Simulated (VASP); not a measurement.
# LiBr (rocksalt type) (Fm-3m) in VASP: notebook

LiBr (rocksalt type) is run at these levels: PBE; tasks: electric field gradients.

Everything below comes from runs of VASP 6.6.1. Logs are shortened: lines on timing, memory, paths and dates and some standing lists are left out, and cuts for length are marked.

**1. The cell of the first run**

Symmetry: Fm-3m, No. 225, cubic system. Conventional cell: a = 5.435 Å, b = 5.435 Å, c = 5.435 Å, α = 90.00°, β = 90.00°, γ = 90.00°. Within 3.6 Å of Li (site symmetry m-3m) lie 6 Br at 2.72 Å. Br (site symmetry m-3m) has 6 Li at 2.72 Å within 3.6 Å.

**2. Electric field gradients, PBE (20.07 Å³/atom)**

The input, INCAR:

```
PREC     = Accurate       # precision mode
ENCUT    = 650            # plane-wave cutoff, eV
EDIFF    = 1E-8           # SCF threshold, eV
ISMEAR   = -1             # smearing method
SIGMA    = 0.08           # smearing width, eV
LREAL    = F              # projectors in reciprocal space
LASPH    = T              # aspherical terms in the spheres
NELM     = 120            # most SCF steps
ALGO     = Normal         # electronic algorithm
ISIF     = 2              # what is computed and relaxed
LWAVE    = F              # write WAVECAR
LCHARG   = F              # write CHGCAR
GGA      = PE             # functional
LEFG     = T            
NBANDS   = 12             # bands
GGA_COMPAT= F
```

The input, KPOINTS:

```
regular mesh
0
Gamma
  12 12 12
```

The input, POSCAR:

```
LiBr
1.0
    0.0000000000      2.7175606933      2.7175606933
    2.7175606933      0.0000000000      2.7175606933
    2.7175606933      2.7175606933      0.0000000000
Li Br
1 1
Direct
    0.0000000000      0.0000000000      0.0000000000
    0.5000000000      0.5000000000      0.5000000000
```

Potentials or basis: VASP PAW PBE potentials, release 64 (Li_sv, Br).

On the command line:

```
$ cat potpaw_PBE.64/Li_sv/POTCAR potpaw_PBE.64/Br/POTCAR > POTCAR
$ mpirun -np 1 vasp_std > vasp.out
```

OUTCAR:

```text
PREC = Accurate
   ENCUT = 650
   EDIFF = 1E-8
   ISMEAR = -1
   LREAL = F
   LASPH = T
   NELM = 120
   ISIF = 2
   GGA = PE

 ion  position               nearest neighbor table
   1  0.000  0.000  0.000-
   2  0.500  0.500  0.500-

  LATTYP: Found a face centered cubic cell.
 ALAT       =     5.4351213866

  Lattice vectors:

 A1 = (   0.0000000000,   2.7175606933,   2.7175606933)
 A2 = (   2.7175606933,   0.0000000000,   2.7175606933)
 A3 = (   2.7175606933,   2.7175606933,   0.0000000000)

Analysis of symmetry for initial positions (statically):
=====================================================================
 Subroutine PRICEL returns:
 Original cell was already a primitive cell.

 Routine SETGRP: Setting up the symmetry group for a
 face centered cubic supercell.

 Subroutine GETGRP returns: Found 48 space group operations
 (whereof 48 operations were pure point group operations)
 out of a pool of 48 trial point group operations.

The static configuration has the point symmetry O_h .

Analysis of symmetry for dynamics (positions and initial velocities):
=====================================================================
 Subroutine PRICEL returns:
 Original cell was already a primitive cell.

 Routine SETGRP: Setting up the symmetry group for a
 face centered cubic supercell.

 Subroutine GETGRP returns: Found 48 space group operations
 (whereof 48 operations were pure point group operations)
 out of a pool of 48 trial point group operations.

The dynamic configuration has the point symmetry O_h .

 Subroutine INISYM returns: Found 48 space group operations
 (whereof 48 operations are pure point group operations),
 and found     1 'primitive' translations

----------------------------------------------------------------------------------------

                                     Primitive cell

  volume of cell :      40.1391

  direct lattice vectors                    reciprocal lattice vectors
     0.000000000  2.717560693  2.717560693    -0.183988531  0.183988531  0.183988531
     2.717560693  0.000000000  2.717560693     0.183988531 -0.183988531  0.183988531
     2.717560693  2.717560693  0.000000000     0.183988531  0.183988531 -0.183988531

[... 130 lines left out ...]
 E-fermi :   2.3721     XC(G=0):  -8.5774

 val. band max:        0.5766038291   @ k =  -0.0833   0.0833   0.0000
 cond. band min:       5.6795738357   @ k =   0.0000   0.0000   0.0000
 fundamental gap:      5.1029700065
 Fermi energy:         2.3721054251

 k-point     1 :       0.0000    0.0000    0.0000
  band No.  band energies     occupation
      1     -43.7781      2.00000
      2     -12.9878      2.00000
      3       0.5704      2.00000
      4       0.5704      2.00000
      5       0.5704      2.00000
      6       5.6796      0.00000
      7      11.0979      0.00000
      8      11.0979      0.00000
      9      11.0979      0.00000
     10      12.9716      0.00000
     11      12.9716      0.00000
     12      12.9716      0.00000
[... 331 lines left out ...]
 k-point    24 :      -0.4167    0.1667    0.0000
  band No.  band energies     occupation
      1     -43.7769      2.00000
      2     -12.4118      2.00000
      3      -2.2630      2.00000
      4      -0.5489      2.00000
      5       0.1275      2.00000
      6       7.1431      0.00000
      7       8.7822      0.00000
      8       9.2541      0.00000
      9      11.9015      0.00000
     10      14.6351      0.00000
     11      15.3521      0.00000
     12      15.7065      0.00000

 [... further k-points ...]

------------------------ aborting loop because EDIFF is reached ----------------------------------------

  FORCE on cell =-STRESS in cart. coord.  units (eV):
  Direction    XX          YY          ZZ          XY          YZ          ZX
  --------------------------------------------------------------------------------------
  -------------------------------------------------------------------------------------
  Total        0.2713892      0.2713892      0.2713892      0.0000000      0.0000000      0.0000000
  in kB       10.8326661     10.8326661     10.8326661      0.0000000      0.0000000      0.0000000
  external PRESSURE =      10.8326661 kB  Pullay stress =       0.0000000 kB

 VOLUME and BASIS-vectors are now :
 -----------------------------------------------------------------------------
  energy-cutoff  :      650.00
  volume of cell :       40.14
      direct lattice vectors                 reciprocal lattice vectors
     0.000000000  2.717560693  2.717560693    -0.183988531  0.183988531  0.183988531
     2.717560693  0.000000000  2.717560693     0.183988531 -0.183988531  0.183988531
     2.717560693  2.717560693  0.000000000     0.183988531  0.183988531 -0.183988531

 POSITION                                       TOTAL-FORCE (eV/Angst)
 -----------------------------------------------------------------------------------
      0.00000      0.00000      0.00000        -0.000000     -0.000000     -0.000000
      2.71756      2.71756      2.71756         0.000000      0.000000      0.000000
 -----------------------------------------------------------------------------------
    total drift:                                0.000000     -0.000000      0.000000

  FREE ENERGIE OF THE ION-ELECTRON SYSTEM (eV)
  ---------------------------------------------------
  free  energy   TOTEN  =        -6.6370892172 eV

  energy  without entropy=       -6.6370892172  energy(sigma->0) =       -6.63708922

 Electric field gradients (V/A^2)
---------------------------------------------------------------------
 ion       V_xx      V_yy      V_zz      V_xy      V_xz      V_yz
---------------------------------------------------------------------
   1       0.000     0.000     0.000    -0.003    -0.003    -0.003
   2       0.000    -0.000    -0.000    -0.000    -0.000    -0.000
---------------------------------------------------------------------

 Electric field gradients after diagonalization (V/A^2)
 (convention: |V_zz| > |V_xx| > |V_yy|)
----------------------------------------------------------------------
 ion       V_xx      V_yy      V_zz     asymmetry (V_yy - V_xx)/ V_zz
----------------------------------------------------------------------
   1       0.003     0.003    -0.005       0.000
   2       0.000     0.000    -0.001       0.000
----------------------------------------------------------------------

           NMR quadrupolar parameters

 Cq : quadrupolar parameter    Cq=e*Q*V_zz/h
 eta: asymmetry parameters     (V_yy - V_xx)/ V_zz
 Q  : nuclear electric quadrupole moment in mb (millibarn)
----------------------------------------------------------------------
 ion       Cq(MHz)       eta       Q (mb)
----------------------------------------------------------------------
   1      -0.000       0.000       1.000
   2      -0.000       0.000       1.000
----------------------------------------------------------------------
```

OSZICAR:

```text
N       E                     dE             d eps       ncg     rms          rms(c)
DAV:   1     0.442377245708E+02    0.44238E+02   -0.43798E+03  1728   0.876E+02
DAV:   2    -0.390371421587E+01   -0.48141E+02   -0.45740E+02  2244   0.144E+02
DAV:   3    -0.660252218545E+01   -0.26988E+01   -0.26908E+01  2340   0.354E+01
DAV:   4    -0.666204122647E+01   -0.59519E-01   -0.59497E-01  2328   0.514E+00
DAV:   5    -0.666298639725E+01   -0.94517E-03   -0.94516E-03  2324   0.538E-01    0.200E+00
DAV:   6    -0.663247969385E+01    0.30507E-01   -0.57584E-02  2120   0.114E+00    0.122E+00
DAV:   7    -0.663487758761E+01   -0.23979E-02   -0.37622E-02  2420   0.103E+00    0.432E-01
DAV:   8    -0.663707219533E+01   -0.21946E-02   -0.40450E-03  2088   0.414E-01    0.616E-02
DAV:   9    -0.663706311698E+01    0.90784E-05   -0.96818E-05  2044   0.708E-02    0.241E-02
DAV:  10    -0.663708531405E+01   -0.22197E-04   -0.46284E-05  2072   0.458E-02    0.129E-02
DAV:  11    -0.663708952049E+01   -0.42064E-05   -0.48677E-06  2224   0.131E-02    0.461E-03
DAV:  12    -0.663708970902E+01   -0.18854E-06   -0.26536E-07  2068   0.370E-03    0.225E-03
DAV:  13    -0.663708915299E+01    0.55603E-06   -0.95225E-08  2004   0.166E-03    0.299E-04
DAV:  14    -0.663708916444E+01   -0.11451E-07   -0.25641E-09  1144   0.376E-04    0.288E-04
DAV:  15    -0.663708922168E+01   -0.57242E-07   -0.88130E-10  1036   0.200E-04    0.920E-05
DAV:  16    -0.663708921722E+01    0.44656E-08   -0.19640E-10   996   0.105E-04
   1 F= -.66370892E+01 E0= -.66370892E+01  d E =-.398305E-10
```

It took 62 s on 1 thread of Intel Xeon 8259CL, shared host; peak memory 0.2 GiB.

What came out:

```
Free energy                             : -6.6371 eV
Pressure                                : 1.1 GPa
Band gap on the k mesh                  : 5.10 eV (least direct gap 5.11 eV)
Largest electric field gradient by atom : zero within the noise of the run
```

Levels at points of the mesh, in eV from the valence-band top:
```
           k point  band 2  band 3  band 4  band 5  band 6  band 7  band 8  band 9
(0.00, 0.00, 0.00)  -13.56   -0.01   -0.01   -0.01    5.10   10.52   10.52   10.52
(0.50, 0.00, 0.00)  -13.05   -3.04   -0.28   -0.28    5.64    8.11    8.11   12.12
(0.50, 0.50, 0.00)  -12.84   -3.05   -1.22   -1.22    6.30    7.05   11.92   12.67
```

A k mesh can miss the band edges.

**3. Electric field gradients, PBE (20.49 Å³/atom)**

This run uses another cell than the first one, of 20.49 Å³/atom.

The input, INCAR:

```
SYSTEM = LiBr
ALGO     = Normal         ! electronic algorithm
EDIFF    = 1E-8           ! SCF threshold, eV
ENCUT    = 650            ! plane-wave cutoff, eV
GGA      = PE             ! functional
GGA_COMPAT= .False.      
ISIF     = 2              ! what is computed and relaxed
ISMEAR   = -1             ! smearing method
LASPH    = .True.         ! aspherical terms in the spheres
LCHARG   = .False.        ! write CHGCAR
LEFG     = .True.       
LREAL    = .False.        ! projectors in reciprocal space
LWAVE    = .False.        ! write WAVECAR
NBANDS   = 12             ! bands
NELM     = 120            ! most SCF steps
PREC     = Accurate       ! precision mode
SIGMA    = 0.08           ! smearing width, eV
```

The input, KPOINTS:

```
k-points
0
Gamma
  12 12 12
  0 0 0
```

The input, POSCAR:

```
LiBr
1.0
    0.0000000000      2.7363030834      2.7363030834
    2.7363030834      0.0000000000      2.7363030834
    2.7363030834      2.7363030834      0.0000000000
Li Br
1 1
Direct
    0.0000000000      0.0000000000      0.0000000000
    0.5000000000      0.5000000000      0.5000000000
```

Potentials or basis: VASP PAW PBE potentials, release 64 (Li_sv, Br).

On the command line:

```
$ cat potpaw_PBE.64/Li_sv/POTCAR potpaw_PBE.64/Br/POTCAR > POTCAR
$ mpirun -np 1 vasp_std > vasp.out
```

OUTCAR:

```text
SYSTEM = LiBr
   EDIFF = 1E-8
   ENCUT = 650
   GGA = PE
   ISIF = 2
   ISMEAR = -1
   LASPH = .True.
   LREAL = .False.
   NELM = 120
   PREC = Accurate

 ion  position               nearest neighbor table
   1  0.000  0.000  0.000-
   2  0.500  0.500  0.500-

  LATTYP: Found a face centered cubic cell.
 ALAT       =     5.4726061668

  Lattice vectors:

 A1 = (   0.0000000000,   2.7363030834,   2.7363030834)
 A2 = (   2.7363030834,   0.0000000000,   2.7363030834)
 A3 = (   2.7363030834,   2.7363030834,   0.0000000000)

Analysis of symmetry for initial positions (statically):
=====================================================================
 Subroutine PRICEL returns:
 Original cell was already a primitive cell.

 Routine SETGRP: Setting up the symmetry group for a
 face centered cubic supercell.

 Subroutine GETGRP returns: Found 48 space group operations
 (whereof 48 operations were pure point group operations)
 out of a pool of 48 trial point group operations.

The static configuration has the point symmetry O_h .

Analysis of symmetry for dynamics (positions and initial velocities):
=====================================================================
 Subroutine PRICEL returns:
 Original cell was already a primitive cell.

 Routine SETGRP: Setting up the symmetry group for a
 face centered cubic supercell.

 Subroutine GETGRP returns: Found 48 space group operations
 (whereof 48 operations were pure point group operations)
 out of a pool of 48 trial point group operations.

[... 501 lines left out ...]
      1     -43.9549      2.00000
      2     -12.5172      2.00000
      3      -2.3255      2.00000
      4      -0.6572      2.00000
      5      -0.0050      2.00000
      6       6.9708      0.00000
      7       8.5999      0.00000
      8       9.0851      0.00000
      9      11.5970      0.00000
     10      14.3821      0.00000
     11      15.1220      0.00000
     12      15.4401      0.00000

 [... further k-points ...]

------------------------ aborting loop because EDIFF is reached ----------------------------------------

  FORCE on cell =-STRESS in cart. coord.  units (eV):
  Direction    XX          YY          ZZ          XY          YZ          ZX
  --------------------------------------------------------------------------------------
  -------------------------------------------------------------------------------------
  Total        0.1222078      0.1222078      0.1222078      0.0000000      0.0000000     -0.0000000
  in kB        4.7784505      4.7784505      4.7784505      0.0000000      0.0000000     -0.0000000
  external PRESSURE =       4.7784505 kB  Pullay stress =       0.0000000 kB

 VOLUME and BASIS-vectors are now :
 -----------------------------------------------------------------------------
  energy-cutoff  :      650.00
  volume of cell :       40.98
      direct lattice vectors                 reciprocal lattice vectors
     0.000000000  2.736303083  2.736303083    -0.182728296  0.182728296  0.182728296
     2.736303083  0.000000000  2.736303083     0.182728296 -0.182728296  0.182728296
     2.736303083  2.736303083  0.000000000     0.182728296  0.182728296 -0.182728296

 POSITION                                       TOTAL-FORCE (eV/Angst)
 -----------------------------------------------------------------------------------
      0.00000      0.00000      0.00000        -0.000000      0.000000     -0.000000
      2.73630      2.73630      2.73630         0.000000     -0.000000      0.000000
 -----------------------------------------------------------------------------------
    total drift:                                0.000000     -0.000000      0.000000

  FREE ENERGIE OF THE ION-ELECTRON SYSTEM (eV)
  ---------------------------------------------------
  free  energy   TOTEN  =        -6.6415603718 eV

  energy  without entropy=       -6.6415603717  energy(sigma->0) =       -6.64156037

 Electric field gradients (V/A^2)
---------------------------------------------------------------------
 ion       V_xx      V_yy      V_zz      V_xy      V_xz      V_yz
---------------------------------------------------------------------
   1      -0.000    -0.000    -0.000    -0.003    -0.003    -0.003
   2      -0.000     0.000    -0.000    -0.000    -0.000    -0.000
---------------------------------------------------------------------

 Electric field gradients after diagonalization (V/A^2)
 (convention: |V_zz| > |V_xx| > |V_yy|)
----------------------------------------------------------------------
 ion       V_xx      V_yy      V_zz     asymmetry (V_yy - V_xx)/ V_zz
----------------------------------------------------------------------
   1       0.003     0.003    -0.007       0.000
   2       0.000     0.000    -0.001       0.000
----------------------------------------------------------------------

           NMR quadrupolar parameters

 Cq : quadrupolar parameter    Cq=e*Q*V_zz/h
 eta: asymmetry parameters     (V_yy - V_xx)/ V_zz
 Q  : nuclear electric quadrupole moment in mb (millibarn)
----------------------------------------------------------------------
 ion       Cq(MHz)       eta       Q (mb)
----------------------------------------------------------------------
   1      -0.000       0.000       1.000
   2      -0.000       0.000       1.000
----------------------------------------------------------------------
```

OSZICAR:

```text
N       E                     dE             d eps       ncg     rms          rms(c)
DAV:   1     0.459739856841E+02    0.45974E+02   -0.43305E+03  1728   0.874E+02
DAV:   2    -0.358993353769E+01   -0.49564E+02   -0.47439E+02  2192   0.144E+02
DAV:   3    -0.658109875939E+01   -0.29912E+01   -0.29807E+01  2288   0.371E+01
DAV:   4    -0.666817293972E+01   -0.87074E-01   -0.87045E-01  2408   0.605E+00
DAV:   5    -0.666879340750E+01   -0.62047E-03   -0.62046E-03  2256   0.516E-01    0.197E+00
DAV:   6    -0.663692521417E+01    0.31868E-01   -0.61423E-02  2104   0.114E+00    0.121E+00
DAV:   7    -0.663921443185E+01   -0.22892E-02   -0.37962E-02  2392   0.103E+00    0.437E-01
DAV:   8    -0.664153635244E+01   -0.23219E-02   -0.42440E-03  2096   0.430E-01    0.682E-02
DAV:   9    -0.664152636535E+01    0.99871E-05   -0.10370E-04  2060   0.720E-02    0.253E-02
DAV:  10    -0.664155927006E+01   -0.32905E-04   -0.51226E-05  2088   0.466E-02    0.141E-02
DAV:  11    -0.664156061262E+01   -0.13426E-05   -0.48787E-06  2220   0.128E-02    0.417E-03
DAV:  12    -0.664156057539E+01    0.37223E-07   -0.27523E-07  2032   0.369E-03    0.230E-03
DAV:  13    -0.664156036427E+01    0.21112E-06   -0.72502E-08  2056   0.149E-03    0.345E-04
DAV:  14    -0.664156037182E+01   -0.75515E-08   -0.18408E-09  1132   0.323E-04
   1 F= -.66415604E+01 E0= -.66415604E+01  d E =-.147465E-09
```

Wall time 60 s (1 thread of Intel Xeon 8259CL, shared host); peak memory 0.2 GiB.

Results:

```
Free energy                             : -6.6416 eV
Pressure                                : 0.5 GPa
Band gap on the k mesh                  : 5.01 eV (least direct gap 5.02 eV)
Largest electric field gradient by atom : zero within the noise of the run
```

Levels at points of the mesh, in eV from the valence-band top:
| k point | band 2 | band 3 | band 4 | band 5 | band 6 | band 7 | band 8 | band 9 |
| --- | --- | --- | --- | --- | --- | --- | --- | --- |
| (0.00, 0.00, 0.00) | -13.49 | -0.01 | -0.01 | -0.01 | 5.01 | 10.51 | 10.51 | 10.51 |
| (0.50, 0.00, 0.00) | -13.00 | -2.95 | -0.27 | -0.27 | 5.63 | 8.10 | 8.10 | 11.91 |
| (0.50, 0.50, 0.00) | -12.80 | -2.96 | -1.17 | -1.17 | 6.27 | 7.08 | 11.75 | 12.53 |
